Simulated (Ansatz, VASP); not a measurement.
Two plane-wave programs on HfO2

File INCAR:

```
ALGO     = Normal         # electronic algorithm
EDIFF    = 1E-6           # SCF threshold, eV
ENCUT    = 520            # plane-wave cutoff, eV
GGA      = PE             # functional
ISIF     = 2              # what is computed and relaxed
ISMEAR   = 0              # smearing method
LASPH    = True           # aspherical terms in the spheres
LCHARG   = False          # write CHGCAR
LREAL    = False          # projectors in reciprocal space
LWAVE    = False          # write WAVECAR
NBANDS   = 18             # bands
NELM     = 60             # most SCF steps
PREC     = Accurate       # precision mode
SIGMA    = 0.05           # smearing width, eV
```

The input KPOINTS:

```
k-points
0
Gamma
  8 8 8
```

The input POSCAR:

```
HfO2
1.0
    0.0000000000      2.5828200858      2.5489194570
    2.4808633075      0.0000000000      2.5489194570
    2.4808633075      2.5828200858      0.0000000000
Hf O
1 2
Direct
    0.0000000000      0.0000000000      0.0000000000
    0.2500000000      0.2500000000      0.2500000000
    0.7500000000      0.7500000000      0.7500000000
```

Input for Ansatz:

```yaml
crystal:
  lattice:
    - [0.0, 2.5828200858, 2.548919457]
    - [2.4808633075, 0.0, 2.548919457]
    - [2.4808633075, 2.5828200858, 0.0]
  atoms:
    - { symbol: Hf, position: [0.0, 0.0, 0.0] }
    - { symbol: O, position: [0.25, 0.25, 0.25] }
    - { symbol: O, position: [0.75, 0.75, 0.75] }
basis:
  ecutwfc: 520.0
kpoints:
  mp_grid: { grid: [8, 8, 8] }
hamiltonian:
  xc: pbe
  pseudopotentials: { kind: paw, azcp: { folder: soft_1 } }
scf:
  occupations: { method: gaussian, width: 0.05 }
output:
  forces: true
  stress: true
  eigenvalues: true
```

Change from the starting cell: normal strain along x -0.0267, normal strain along y +0.0133.

Alike in both runs: task single point; functional PBE; k mesh 8 × 8 × 8; occupations gaussian, width 0.05 eV; no spin polarisation.

|  | VASP | Ansatz |
| --- | --- | --- |
| version | VASP 6.6.1 | Ansatz 0.2.0 |
| potentials or method | VASP PAW PBE potentials, release 64 (Hf_pv, O), cutoff 520 eV | scalar-relativistic, plane waves, PAW |
| valence electrons in the cell | 22 | 38 |

```csv
,VASP,Ansatz,Ansatz less VASP
gap on the k mesh at the Fermi level (eV),3.41,3.42,+0.011
least direct gap on the mesh (eV),3.51,3.51,-0.006
pressure (GPa),-0.2,3.6,+3.78
"traceless stress, the component that is largest in VASP (GPa)",10.46,10.28,-0.181
```

VASP's potentials hold 22 valence electrons a cell and Ansatz's 38, so a difference there can come from the potentials and not from the codes.

Spin-orbit coupling is off throughout.
